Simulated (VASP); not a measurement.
# AlN (Fm-3m) in VASP: further runs, part 3 of 3

VASP 6.6.1. The steps go on from the part before.

**7. Relaxation of cell and atoms, PBEsol, target pressure 10 GPa, at which the enthalpy is minimised**

The COD entry that gives the cell may itself be a prediction, so a difference from it is no test against experiment.

This run uses another cell than the first one, of 7.63 Å³/atom, 0.956 times its volume.

Input file INCAR:

```
SYSTEM = AlN
ALGO = Normal ; EDIFF = 1E-7
EDIFFG = -0.01 ; ENCUT = 600
GGA = PS ; IBRION = 2
ISIF = 3 ; ISMEAR = 0
LASPH = .True. ; LCHARG = .False.
LREAL = .False. ; LWAVE = .False.
NELM = 100 ; NSW = 80
PREC = Accurate ; PSTRESS = 100.0
SIGMA = 0.01
```

Input file KPOINTS:

```
k-points
0
Gamma
  8 8 8
  0 0 0
```

Input file POSCAR:

```
AlN
1.0
    0.0000000000      1.9690000000      1.9690000000
    1.9690000000      0.0000000000      1.9690000000
    1.9690000000      1.9690000000      0.0000000000
Al N
1 1
Direct
    0.0000000000      0.0000000000      0.0000000000
    0.5000000000      0.5000000000      0.5000000000
```

Potentials or basis: VASP PAW PBE potentials, release 64 (Al, N).

Command:

```console
$ cat potpaw_PBE.64/Al/POTCAR potpaw_PBE.64/N/POTCAR > POTCAR
$ mpirun -np 1 vasp_std > vasp.out
```

OUTCAR:

```text
SYSTEM = AlN
   EDIFF = 1E-7
   EDIFFG = -0.01
   ENCUT = 600
   GGA = PS
   IBRION = 2
   ISIF = 3
   ISMEAR = 0
   LASPH = .True.
   LREAL = .False.
   NELM = 100
   NSW = 80
   PREC = Accurate
   PSTRESS = 100.0

 ion  position               nearest neighbor table
   1  0.000  0.000  0.000-   2 1.97   2 1.97   2 1.97   2 1.97   2 1.97   2 1.97
   2  0.500  0.500  0.500-   1 1.97   1 1.97   1 1.97   1 1.97   1 1.97   1 1.97

  LATTYP: Found a face centered cubic cell.
 ALAT       =     3.9380000000

  Lattice vectors:

 A1 = (   0.0000000000,   1.9690000000,   1.9690000000)
 A2 = (   1.9690000000,   0.0000000000,   1.9690000000)
 A3 = (   1.9690000000,   1.9690000000,   0.0000000000)

Analysis of symmetry for initial positions (statically):
=====================================================================
 Subroutine PRICEL returns:
 Original cell was already a primitive cell.

 Routine SETGRP: Setting up the symmetry group for a
 face centered cubic supercell.

 Subroutine GETGRP returns: Found 48 space group operations
 (whereof 48 operations were pure point group operations)
 out of a pool of 48 trial point group operations.

The static configuration has the point symmetry O_h .

Analysis of symmetry for dynamics (positions and initial velocities):
[... 165 lines left out ...]
  FORCE on cell =-STRESS in cart. coord.  units (eV):
  Direction    XX          YY          ZZ          XY          YZ          ZX
  --------------------------------------------------------------------------------------
  -------------------------------------------------------------------------------------
  Total        2.3489955      2.3489955      2.3489955     -0.0000000     -0.0000000      0.0000000
  in kB      246.5049346    246.5049346    246.5049346     -0.0000000     -0.0000000      0.0000000
  external PRESSURE =     146.5049346 kB  Pullay stress =     100.0000000 kB
[... 25 lines left out ...]
--------------------------------------- Ionic step        2  -------------------------------------------

 number of electron       8.0000000 magnetization

 E-fermi :   9.6797     XC(G=0): -12.3575

 val. band max:        9.6268973526   @ k =   0.0000   0.0000   0.0000
 cond. band min:      13.9903553295   @ k =   0.5000   0.5000   0.0000
 fundamental gap:      4.3634579770
 Fermi energy:         9.6797109629

 k-point     1 :       0.0000    0.0000    0.0000
  band No.  band energies     occupation
      1      -7.7412      2.00000
      2       9.6269      2.00000
      3       9.6269      2.00000
      4       9.6269      2.00000
      5      15.0090      0.00000
      6      21.5884      0.00000
      7      21.5884      0.00000
      8      21.5884      0.00000
[... 290 lines left out ...]
--------------------------------------- Ionic step        3  -------------------------------------------

 number of electron       7.9999999 magnetization

 Free energy of the ion-electron system (eV)
  ---------------------------------------------------
  ext. energy  EPLUGINS =         0.00000000
  ---------------------------------------------------
  free energy    TOTEN  =       -15.43125709 eV

  energy without entropy =      -15.43125709  energy(sigma->0) =      -15.43125709

 E-fermi :  10.4181     XC(G=0): -12.6142

 val. band max:       10.3367962928   @ k =   0.0000   0.0000   0.0000
 cond. band min:      15.2220139089   @ k =   0.5000   0.5000   0.0000
 fundamental gap:      4.8852176161
 Fermi energy:        10.4181170739

 k-point     1 :       0.0000    0.0000    0.0000
  band No.  band energies     occupation
      1      -7.5302      2.00000
      2      10.3368      2.00000
      3      10.3368      2.00000
      4      10.3368      2.00000
      5      16.5063      0.00000
      6      22.4689      0.00000
      7      22.4689      0.00000
      8      22.4689      0.00000
[... 286 lines left out ...]
  energy  without entropy=      -15.4312570949  energy(sigma->0) =      -15.43125709

  enthalpy is  TOTEN    =       -14.4344741655 eV   P V=        0.9967829294

 reached required accuracy - stopping structural energy minimisation
```

OSZICAR:

```text
N       E                     dE             d eps       ncg     rms          rms(c)
DAV:   1     0.135054471546E+02    0.13505E+02   -0.49127E+03   488   0.998E+02
DAV:   2    -0.166367827369E+02   -0.30142E+02   -0.28666E+02   648   0.179E+02
DAV:   3    -0.170586555558E+02   -0.42187E+00   -0.42187E+00   584   0.245E+01
[... 23 lines left out ...]
DAV:   3    -0.154316290993E+02    0.11260E-02   -0.71315E-03   600   0.851E-01    0.141E-01
DAV:   4    -0.154312972123E+02    0.33189E-03   -0.18289E-04   472   0.144E-01    0.599E-02
DAV:   5    -0.154312569199E+02    0.40292E-04   -0.28213E-05   512   0.554E-02    0.288E-02
DAV:   6    -0.154312570504E+02   -0.13049E-06   -0.32574E-07   600   0.561E-03    0.771E-03
DAV:   7    -0.154312570949E+02   -0.44525E-07   -0.57448E-07   472   0.545E-03
   3 F= -.14434474E+02 E0= -.14434474E+02  d E =-.306186E-01
```

CONTCAR:

```text
AlN
   1.00000000000000
    -0.0000000000000000    1.9987588183747864    1.9987588183747864
     1.9987588183747862   -0.0000000000000000    1.9987588183747864
     1.9987588183747862    1.9987588183747864    0.0000000000000000
  Al              N
     1     1
Direct
     0.0000000000000000    0.0000000000000000    0.0000000000000000
     0.5000000000000000    0.5000000000000000    0.5000000000000000

  0.00000000E+00  0.00000000E+00  0.00000000E+00
  0.00000000E+00  0.00000000E+00  0.00000000E+00
```

Run time: 7 s. Hardware: 1 thread of Intel Xeon Platinum 8488C (Sapphire Rapids), shared host; peak memory 0.13 GiB.

Results:

```yaml
Free_energy: -15.4313 eV
Relaxed_volume: 7.99 Å³/atom
Relaxed_cell: a = 2.827 Å, b = 2.827 Å, c = 2.827 Å, α = 60.00°, β = 60.00°, γ = 60.00°
Space_group_after_relaxing_to_0.05_Å: Fm-3m (No. 225)
Energy_change_on_relaxing_the_enthalpy_is_what_falls: -37.2 meV/atom
Ionic_steps: 3
Pressure_after_relaxing: 9.8 GPa
Band_gap_on_the_k_mesh: 4.89 eV, indirect (least direct gap 6.17 eV)
```

Step by step:
```csv
step,energy change (eV),largest force (eV/Å),pressure (GPa),volume (Å³)
1,0.0000,0.0000,24.65,15.27
2,-0.0864,0.0000,-4.90,16.86
3,-0.0745,0.0000,9.84,15.97
```

Final structure:
```
Al N
1.0
     0.00000    1.99876    1.99876
     1.99876    0.00000    1.99876
     1.99876    1.99876    0.00000
Al N
1 1
Direct
  0.00000 0.00000 0.00000
  0.50000 0.50000 0.50000
```

Caveat: the cell is relaxed towards a set pressure, so the enthalpy falls and the energy may rise; the PAW data sets were made with another functional, which shifts forces and pressure a little. A k mesh can miss the band edges.

**8. The runs side by side**

| task | cell | cutoff (eV) | gap on the mesh (eV) | pressure (GPa) |
| --- | --- | --- | --- | --- |
| single point | a = 2.827 Å, angles 60.0°, 2 atoms | 520 | 4.88 | 9.9 |
| relaxation of cell and atoms | relaxed to -2 GPa from a = 2.785 Å, angles 60.0°, 2 atoms | 600 | 4.48 | -1.9 |
| relaxation of cell and atoms | relaxed from a = 2.785 Å, angles 60.0°, 2 atoms | 600 | 4.55 | 0.1 |
| relaxation of cell and atoms | relaxed to 2 GPa from a = 2.785 Å, angles 60.0°, 2 atoms | 600 | 4.62 | 2.1 |
| relaxation of cell and atoms | relaxed to 5 GPa from a = 2.785 Å, angles 60.0°, 2 atoms | 600 | 4.73 | 5.1 |
| relaxation of cell and atoms | relaxed to 10 GPa from a = 2.785 Å, angles 60.0°, 2 atoms | 600 | 4.89 | 9.8 |

Alike in all rows: level PBEsol; potentials or basis VASP PAW PBE potentials, release 64 (Al, N); no spin polarisation; k mesh 8 × 8 × 8; smearing gaussian 0.01 eV.

Caveats: the PAW data sets were made with another functional, which shifts forces and pressure a little; the cell is relaxed towards a set pressure, so the enthalpy falls and the energy may rise (some runs).

Total energies depend on the potentials used, so only differences within one code and one set of settings carry meaning.
